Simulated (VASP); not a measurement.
# ErSc2Sb3 (I4/mmm) in VASP: single point with PBE

Aim: the single point of ErSc2Sb3 with PBE.

Program: VASP 6.6.1. These are calculated values, not measurements. Logs are shortened: lines on timing, memory, paths and dates and some standing lists are left out, and cuts for length are marked.

## (1) The cell of the first run

Symmetry: I4/mmm, No. 139, tetragonal system. The conventional cell has a = 5.842 Å, b = 5.842 Å, c = 11.665 Å, α = 90.00°, β = 90.00°, γ = 90.00°. Within 3.7 Å of Er (site symmetry 4/mmm) lie 2 Sb at 2.80 Å and 4 Sc at 2.92 Å. Sc (site symmetry mmm) has 2 Er at 2.92 Å and 2 Sb at 2.92 Å within 3.8 Å. Within 3.7 Å of Sb (site symmetry 4mm) lie 1 Er at 2.80 Å and 1 Sb at 3.03 Å. Sb (site symmetry 4/mmm) has 4 Sc at 2.92 Å and 2 Sb at 3.03 Å within 3.8 Å.

The cell was built from a structure type or drawn by symmetry, and may not be a known phase.

## (2) Single point, PBE

INCAR reads:

```
ALGO = Normal
EDIFF = 1E-6
ENCUT = 500
GGA = PE
GGA_COMPAT = F
ISIF = 2
ISMEAR = 0
LASPH = T
LCHARG = T
LELF = T
LMAXMIX = 6
LREAL = F
LVHAR = T
LWAVE = F
NBANDS = 32
NELM = 200
PREC = Accurate
SIGMA = 0.2
```

KPOINTS reads:

```
k-points
0
Gamma
  4 4 4
```

POSCAR reads:

```
ErSc2Sb3
1.0
   -2.9210138289      2.9210138289      5.8325966475
    2.9210138289     -2.9210138289      5.8325966475
    2.9210138289      2.9210138289     -5.8325966475
Er Sc Sb
1 2 3
Direct
    0.5000000000      0.5000000000      0.0000000000
    0.5000000000      0.0000000000      0.5000000000
    0.0000000000      0.5000000000      0.5000000000
    0.7402360862      0.7402360862      0.0000000000
    0.2597639138      0.2597639138      0.0000000000
    0.0000000000      0.0000000000      0.0000000000
```

Potentials or basis: VASP PAW PBE potentials, release 64 (Er_3, Sc_sv, Sb), 4f in core.

Run with:

```bash
$ cat potpaw_PBE.64/Er_3/POTCAR potpaw_PBE.64/Sc_sv/POTCAR potpaw_PBE.64/Sb/POTCAR > POTCAR
$ mpirun -np 1 vasp_std > vasp.out
```

OUTCAR:

```text
EDIFF = 1E-6
   ENCUT = 500
   GGA = PE
   ISIF = 2
   ISMEAR = 0
   LASPH = T
   LREAL = F
   NELM = 200
   PREC = Accurate

 ion  position               nearest neighbor table
   1  0.500  0.500  0.000-   4 2.80   5 2.80   2 2.92   3 2.92   2 2.92   3 2.92
   2  0.500  0.000  0.500-   1 2.92   6 2.92   1 2.92   6 2.92
   3  0.000  0.500  0.500-   1 2.92   6 2.92   6 2.92   1 2.92
   4  0.740  0.740  0.000-   1 2.80   6 3.03
   5  0.260  0.260  0.000-   1 2.80   6 3.03
   6  0.000  0.000  0.000-   2 2.92   3 2.92   3 2.92   2 2.92   4 3.03   5 3.03

  LATTYP: Found a body centered tetragonal cell.
 ALAT       =     5.8420276578
 C/A-ratio  =     1.9967713230

  Lattice vectors:

 A1 = (  -2.9210138289,   2.9210138289,   5.8325966475)
 A2 = (   2.9210138289,  -2.9210138289,   5.8325966475)
 A3 = (   2.9210138289,   2.9210138289,  -5.8325966475)

Analysis of symmetry for initial positions (statically):
=====================================================================
 Subroutine PRICEL returns:
 Original cell was already a primitive cell.

 Routine SETGRP: Setting up the symmetry group for a
 body centered tetragonal supercell.

 Subroutine GETGRP returns: Found 16 space group operations
 (whereof 16 operations were pure point group operations)
 out of a pool of 16 trial point group operations.

The static configuration has the point symmetry D_4h.

Analysis of symmetry for dynamics (positions and initial velocities):
=====================================================================
 Subroutine PRICEL returns:
 Original cell was already a primitive cell.

 Routine SETGRP: Setting up the symmetry group for a
 body centered tetragonal supercell.

 Subroutine GETGRP returns: Found 16 space group operations
 (whereof 16 operations were pure point group operations)
 out of a pool of 16 trial point group operations.

The dynamic configuration has the point symmetry D_4h.

 Subroutine INISYM returns: Found 16 space group operations
 (whereof 16 operations are pure point group operations),
 and found     1 'primitive' translations

----------------------------------------------------------------------------------------

                                     Primitive cell

  volume of cell :     199.0624

  direct lattice vectors                    reciprocal lattice vectors
    -2.921013829  2.921013829  5.832596647     0.000000000  0.171173445  0.085725112
     2.921013829 -2.921013829  5.832596647     0.171173445  0.000000000  0.085725112
     2.921013829  2.921013829 -5.832596647     0.171173445  0.171173445  0.000000000

  length of vectors
     7.147295099  7.147295099  7.147295099     0.191439659  0.191439659  0.242075807

  position of ions in fractional coordinates (direct lattice)
     0.500000000  0.500000000  0.000000000
     0.500000000  0.000000000  0.500000000
     0.000000000  0.500000000  0.500000000
     0.740236086  0.740236086  0.000000000
     0.259763914  0.259763914  0.000000000
     0.000000000  0.000000000  0.000000000

  ion indices of the primitive-cell ions
   primitive index   ion index
                 1           1
                 2           2
                 3           3
                 4           4
                 5           5
                 6           6

----------------------------------------------------------------------------------------

 KPOINTS: k-points

Automatic generation of k-mesh.
 Grid dimensions read from file:
 generate k-points for:    4    4    4

 Generating k-lattice:

  Cartesian coordinates                     Fractional coordinates (reciprocal lattice)
     0.000000000  0.042793361  0.021431278     0.250000000  0.000000000 -0.000000000
     0.042793361  0.000000000  0.021431278     0.000000000  0.250000000 -0.000000000
     0.042793361  0.042793361  0.000000000     0.000000000  0.000000000  0.250000000

  Length of vectors
     0.047859915  0.047859915  0.060518952

  Shift w.r.t. Gamma in fractional coordinates (k-lattice)
     0.000000000  0.000000000  0.000000000

 Subroutine IBZKPT returns following result:
 ===========================================

 Found     13 irreducible k-points:

 Following reciprocal coordinates:
            Coordinates               Weight
  0.000000  0.000000  0.000000      1.000000
  0.250000  0.000000  0.000000      8.000000
  0.500000  0.000000  0.000000      4.000000
  0.250000  0.250000  0.000000      8.000000
  0.500000  0.250000 -0.000000     16.000000
 -0.250000  0.250000  0.000000      4.000000
  0.500000  0.500000  0.000000      2.000000
  0.250000  0.250000  0.250000      2.000000
 -0.250000  0.250000  0.250000      4.000000
  0.500000  0.500000  0.250000      4.000000
 -0.250000  0.500000  0.250000      8.000000
 -0.250000 -0.250000  0.250000      2.000000
  0.500000  0.500000  0.500000      1.000000
   k-points           NKPTS =     13   k-points in BZ     NKDIM =     13   number of bands    NBANDS=     32
   number of dos      NEDOS =    301   number of ions     NIONS =      6
   total plane-waves  NPLWV = 157464
   dimension x,y,z NGX =    54 NGY =   54 NGZ =   54
   dimension x,y,z NGXF=   108 NGYF=  108 NGZF=  108
   ions per type =               1   2   3
   NGX,Y,Z   is equivalent  to a cutoff of  12.56, 12.56, 12.56 a.u.
   NGXF,Y,Z  is equivalent  to a cutoff of  25.12, 25.12, 25.12 a.u.
 SYSTEM =  unknown system
   PREC   = accura    normal or accurate (medium, high low for compatibility)
   ISTART =      0    job   : 0-new  1-cont  2-samecut
   ICHARG =      2    charge: 1-file 2-atom 10-const
   ISPIN  =      1    spin polarized calculation?
   LNONCOLLINEAR =      F non collinear calculations
   LSORBIT =      F    spin-orbit coupling
   LASPH  =      T    aspherical Exc in radial PAW
   ENCUT  =  500.0 eV  36.75 Ry    6.06 a.u.  13.03 13.03 13.03*2*pi/ulx,y,z
   NELM   =    200;   NELMIN=  2; NELMDL= -5     # of ELM steps
   EDIFF  = 0.1E-05   stopping-criterion for ELM
   LREAL  =      F    real-space projection
   EDIFFG = 0.1E-04   stopping-criterion for IOM
   NSW    =      0    number of steps for IOM
   IBRION =     -1    ionic relax: 0-MD 1-quasi-New 2-CG
   NFREE  =      0    steps in history (QN), initial steepest desc. (CG)
   ISIF   =      2    stress and relaxation
   ISYM   =      2    0-nonsym 1-usesym 2-fastsym
   POTIM  = 0.5000    time-step for ionic-motion
   TEBEG  =    0.0;   TEEND  =   0.0 temperature during run
   PSTRESS=    0.0 pullay stress
   NELECT =      46.0000    total number of electrons
   NUPDOWN=      -1.0000    fix difference up-down
   EMIN   =  10.00;   EMAX   =-10.00  energy-range for DOS
   EFERMI =   0.00;   METHOD = LEGACY
   ISMEAR =     0;   SIGMA  =   0.20  broadening in eV -4-tet -1-fermi 0-gaus
   EFERMI_NEDOS =   21; number of points for ismear=-14 and -15
   IALGO  =     38    algorithm
   IMIX   =      4    mixing-type and parameters
     AMIX     =   0.40;   BMIX     =  1.00
     AMIX_MAG =   1.60;   BMIX_MAG =  1.00
  volume/ion in A,a.u.               =      33.18       223.89
  Fermi-wavevector in a.u.,A,eV,Ry     =   1.004611  1.898439 13.731575  1.009242
  Thomas-Fermi vector in A             =   2.137237
   LORBIT       =      0    0 simple, 1 ext, 2 COOP (PROOUT), +10 PAW based schemes
   GGA     = PE    functional components
   LHFCALC =     F    Hartree Fock is set to
   AEXX    =    0.0000 exact exchange contribution
   IVDW    =     0    specifies the selected vdW correction
   LEPSILON=     F    determine dielectric tensor
   LRPA    =     F    only Hartree local field effects (RPA)
 non-spin polarized calculation
 Gauss-broadening in eV      SIGMA  =   0.20
  energy-cutoff  :      500.00
  volume of cell :      199.06
 maximum number of plane-waves:      5098
 NGX is ok and might be reduce to    54
   NGX = 27   NGY = 27   NGZ = 27

 number of electron      46.0000003 magnetization

 Free energy of the ion-electron system (eV)
  ---------------------------------------------------
  ext. energy  EPLUGINS =         0.00000000
  ---------------------------------------------------
  free energy    TOTEN  =       -27.24452685 eV

  energy without entropy =      -27.12100406  energy(sigma->0) =      -27.18276546

 E-fermi :   3.8866     XC(G=0):  -8.8982

 val. band max:        3.8330024778   @ k =  -0.2500   0.5000   0.2500
 cond. band min:       3.8912791571   @ k =  -0.2500   0.5000   0.2500
 fundamental gap:      0.0582766793
 Fermi energy:         3.8866063085

 k-point     1 :       0.0000    0.0000    0.0000
  band No.  band energies     occupation
      1     -46.2402      2.00000
      2     -46.2383      2.00000
      3     -25.0785      2.00000
      4     -25.0747      2.00000
      5     -24.8293      2.00000
      6     -24.8293      2.00000
[... 24 lines left out ...]
     31       5.4409      0.00000
     32       5.4410      0.00000

 k-point     2 :       0.2500    0.0000    0.0000
  band No.  band energies     occupation
      1     -46.2401      2.00000
      2     -46.2388      2.00000
      3     -25.0778      2.00000
      4     -25.0752      2.00000
      5     -24.8258      2.00000
      6     -24.8233      2.00000
[... 24 lines left out ...]
     31       5.6802      0.00000
     32       5.8496      0.00000

 k-point     3 :       0.5000    0.0000    0.0000
  band No.  band energies     occupation
      1     -46.2399      2.00000
      2     -46.2393      2.00000
      3     -25.0765      2.00000
      4     -25.0763      2.00000
      5     -24.8206      2.00000
      6     -24.8201      2.00000
[... 24 lines left out ...]
     31       5.5479      0.00000
     32       5.6003      0.00000

 k-point     4 :       0.2500    0.2500    0.0000
  band No.  band energies     occupation
      1     -46.2401      2.00000
      2     -46.2391      2.00000
      3     -25.0774      2.00000
      4     -25.0754      2.00000
      5     -24.8290      2.00000
      6     -24.8146      2.00000
[... 269 lines left out ...]
     31       5.7060      0.00000
     32       5.7556      0.00000

 k-point    12 :      -0.2500   -0.2500    0.2500
  band No.  band energies     occupation
      1     -46.2402      2.00000
      2     -46.2383      2.00000
      3     -25.0786      2.00000
      4     -25.0747      2.00000
      5     -24.8293      2.00000
      6     -24.8293      2.00000
[... 24 lines left out ...]
     31       5.6673      0.00000
     32       5.6710      0.00000

 k-point    13 :       0.5000    0.5000    0.5000
  band No.  band energies     occupation
      1     -46.2402      2.00000
      2     -46.2383      2.00000
      3     -25.0787      2.00000
      4     -25.0747      2.00000
      5     -24.8293      2.00000
      6     -24.8293      2.00000
[... 24 lines left out ...]
     31       5.9884      0.00000
     32       5.9943      0.00000

------------------------ aborting loop because EDIFF is reached ----------------------------------------

  FORCE on cell =-STRESS in cart. coord.  units (eV):
  Direction    XX          YY          ZZ          XY          YZ          ZX
  --------------------------------------------------------------------------------------
  -------------------------------------------------------------------------------------
  Total        0.1763246      0.1763246      0.8179726      0.0000000      0.0000000      0.0000000
  in kB        1.4191694      1.4191694      6.5835508      0.0000000      0.0000000      0.0000000
  external PRESSURE =       3.1406299 kB  Pullay stress =       0.0000000 kB

 VOLUME and BASIS-vectors are now :
 -----------------------------------------------------------------------------
  energy-cutoff  :      500.00
  volume of cell :      199.06
      direct lattice vectors                 reciprocal lattice vectors
    -2.921013829  2.921013829  5.832596647     0.000000000  0.171173445  0.085725112
     2.921013829 -2.921013829  5.832596647     0.171173445  0.000000000  0.085725112
     2.921013829  2.921013829 -5.832596647     0.171173445  0.171173445  0.000000000

 POSITION                                       TOTAL-FORCE (eV/Angst)
 -----------------------------------------------------------------------------------
      0.00000      0.00000      5.83260        -0.000000     -0.000000     -0.000000
      0.00000      2.92101      0.00000        -0.000000     -0.000000     -0.000000
      2.92101      0.00000      0.00000        -0.000000     -0.000000     -0.000000
      0.00000      0.00000      8.63500         0.000000      0.000000     -0.026661
      0.00000      0.00000      3.03020         0.000000      0.000000      0.026661
      0.00000      0.00000      0.00000        -0.000000     -0.000000     -0.000000
 -----------------------------------------------------------------------------------
    total drift:                                0.000000      0.000000     -0.000000

  FREE ENERGIE OF THE ION-ELECTRON SYSTEM (eV)
  ---------------------------------------------------
  free  energy   TOTEN  =       -27.2445268506 eV

  energy  without entropy=      -27.1210040615  energy(sigma->0) =      -27.18276546
```

Wall time 1.7 min (1 thread of Intel Xeon 6975P-C (Granite Rapids), shared host); peak memory 0.42 GiB.

Results:

```yaml
Free_energy: -27.2445 eV
Pressure: 0.3 GPa
Largest_force: 0.027 eV/Å
Band_gap_on_the_k_mesh: zero (bands 23 and 24 overlap by 0.68 eV)
```

Forces on the atoms (eV/Å):
```
Er   0.000  0.000  0.000
Sc   0.000  0.000  0.000
Sc   0.000  0.000  0.000
Sb   0.000  0.000 -0.027
Sb   0.000  0.000  0.027
Sb   0.000  0.000  0.000
```

Caveat: spin-orbit coupling is left out, which moves the levels of the heavy elements; the 4f electrons are frozen in the core, so they carry no moment and show no levels. Spin polarisation is off, so any magnetic state and its effect on volume and gap are missing.
